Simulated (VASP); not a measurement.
Here is a VASP 6.6.1 calculation.

The input INCAR:

```
ALGO     = Normal         # electronic algorithm
EDIFF    = 1E-6           # SCF threshold, eV
ENCUT    = 520            # plane-wave cutoff, eV
GGA      = PE             # functional
ISIF     = 2              # what is computed and relaxed
ISMEAR   = 0              # smearing method
LASPH    = True           # aspherical terms in the spheres
LCHARG   = False          # write CHGCAR
LREAL    = False          # projectors in reciprocal space
LWAVE    = False          # write WAVECAR
NBANDS   = 18             # bands
NELM     = 60             # most SCF steps
PREC     = Accurate       # precision mode
SIGMA    = 0.05           # smearing width, eV
```

The input KPOINTS:

```
k-points
0
Gamma
  10 10 10
```

Contents of POSCAR:

```
TiAl3
1.0
    3.7441872909      0.0000000000      0.0000000000
    0.0000000000      3.7441872909      0.0000000000
   -1.8720936454     -1.8720936454      4.1932836873
Ti Al
1 3
Direct
    0.0000000000      0.0000000000      0.0000000000
    0.5000000000      0.5000000000      0.0000000000
    0.2500000000      0.7500000000      0.5000000000
    0.7500000000      0.2500000000      0.5000000000
```

Potentials or basis: VASP PAW PBE potentials, release 64 (Ti_sv, Al).

The run is started by

```sh
$ cat potpaw_PBE.64/Ti_sv/POTCAR potpaw_PBE.64/Al/POTCAR > POTCAR
$ mpirun -np 1 vasp_std > vasp.out
```

Question: Estimate the band gap on the k mesh.

Answer: Zero (an odd number of electrons rules out a gap without spin polarisation).

Question: Predict the pressure.

Answer: 10.0 GPa.

Stress tensor (GPa, compression positive):
```
10.19  0.00  0.00
 0.00 10.19  0.00
 0.00  0.00  9.57
```

Caveat: the cell stands under pressure.
